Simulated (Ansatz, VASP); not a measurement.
InAs: VASP beside Ansatz

File INCAR:

```
PREC = Accurate ; ENCUT = 600
EDIFF = 1E-7 ; ISMEAR = 0
SIGMA = 0.1 ; LREAL = False
LASPH = True ; NELM = 60
ALGO = Normal ; ISIF = 3
LWAVE = False ; LCHARG = False
GGA = PS ; IBRION = 2
NSW = 70 ; EDIFFG = -0.005
```

Contents of KPOINTS:

```
Automatic mesh
0
Gamma
  10 10 10
```

File POSCAR:

```
InAs
1.0
    0.0000000000      3.0180000000      3.0180000000
    3.0180000000      0.0000000000      3.0180000000
    3.0180000000      3.0180000000      0.0000000000
In As
1 1
Direct
    0.0000000000      0.0000000000      0.0000000000
    0.2500000000      0.2500000000      0.2500000000
```

Input for Ansatz:

```yaml
crystal:
  lattice:
    - [0.0, 3.018, 3.018]
    - [3.018, 0.0, 3.018]
    - [3.018, 3.018, 0.0]
  atoms:
    - { symbol: In, position: [0.0, 0.0, 0.0] }
    - { symbol: As, position: [0.25, 0.25, 0.25] }
basis:
  ecutwfc: 420
kpoints:
  mp_grid: { grid: [10, 10, 10] }
scf:
  occupations: { method: gaussian, width: 0.1 }
  n_extra_bands: 4
hamiltonian:
  xc: pbesol
  pseudopotentials: { kind: paw, azcp: { folder: soft_1 } }
output:
  eigenvalues: true
  forces: true
  stress: true
relax:
  f_tol: 0.005
  max_steps: 50
  cell: {}
```

Alike in both runs: task relaxation of cell and atoms; functional PBEsol; k mesh 10 × 10 × 10; occupations gaussian, width 0.1 eV; no spin polarisation.

```csv
,VASP,Ansatz
version,VASP 6.6.1,Ansatz 0.2.0
potentials or method,"VASP PAW PBE potentials, release 64 (In_d, As), cutoff 600 eV","plane-wave PAW, scalar-relativistic"
valence electrons in the cell,18,28
```

```csv
,VASP,Ansatz,Ansatz less VASP
relaxed volume (Å³/atom),28.25,28.21,-0.036
relaxed cell length with the largest relative difference (Å),4.307,4.305,-0.0018
```

VASP's potentials were made for PBE, not for PBEsol, and Ansatz warns of the same on its side. VASP's potentials hold 18 valence electrons a cell and Ansatz's 28, so a difference there can come from the potentials and not from the codes.
